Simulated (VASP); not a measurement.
A run of VASP 6.6.1:

POSCAR

```
CdS
1.0
    0.0000000000      2.9165000000      2.9165000000
    2.9165000000      0.0000000000      2.9165000000
    2.9165000000      2.9165000000      0.0000000000
Cd S
1 1
Direct
    0.0000000000      0.0000000000      0.0000000000
    0.7500000000      0.7500000000      0.7500000000
```

INCAR.step1

```
SYSTEM = CdS
PREC = Accurate
ENCUT = 500
EDIFF = 1E-5
ISMEAR = -1
SIGMA = 0.05
LREAL = .False.
LASPH = .True.
NELM = 120
ALGO = Normal
LWAVE = .True.
LCHARG = .False.
GGA = PE
NBANDS = 16
GGA_COMPAT = .False.
IBRION = 2
ISIF = 3
EDIFFG = -0.005
NELMIN = 4
NSW = 100
```

INCAR.step2

```
SYSTEM = CdS
PREC = Accurate
ENCUT = 500
EDIFF = 1E-7
ISMEAR = -1
SIGMA = 0.05
LREAL = .False.
LASPH = .True.
NELM = 120
ALGO = Normal
ISIF = 3
LWAVE = .False.
LCHARG = .False.
GGA = PE
LHFCALC = .True.
AEXX = 0.25
HFSCREEN = 0.3
PRECFOCK = Normal
IBRION = 2
NSW = 60
EDIFFG = -0.01
ISTART = 1
GGA_COMPAT = .False.
NELMIN = 4
```

The input KPOINTS:

```
regular mesh
0
Gamma
  4 4 4
  0 0 0
```

Potentials or basis: VASP PAW PBE potentials, release 64 (Cd, S).

Launch:

```sh
$ cat potpaw_PBE.64/Cd/POTCAR potpaw_PBE.64/S/POTCAR > POTCAR
$ cp INCAR.step1 INCAR
$ mpirun -np 1 vasp_std > vasp.out
$ cp INCAR.step2 INCAR
$ mpirun -np 1 vasp_std > vasp.out
```

Hardware: 1 thread of Intel(R) Xeon(R) 6975P-C (Granite Rapids), with other jobs on the host.

Problem. Estimate the wall time of this run.

Solution. Run time: 9.5 min on 1 thread of Intel(R) Xeon(R) 6975P-C (Granite Rapids), on a shared host, peak memory 0.27 GiB. Counts: k points 8, ion steps 3.
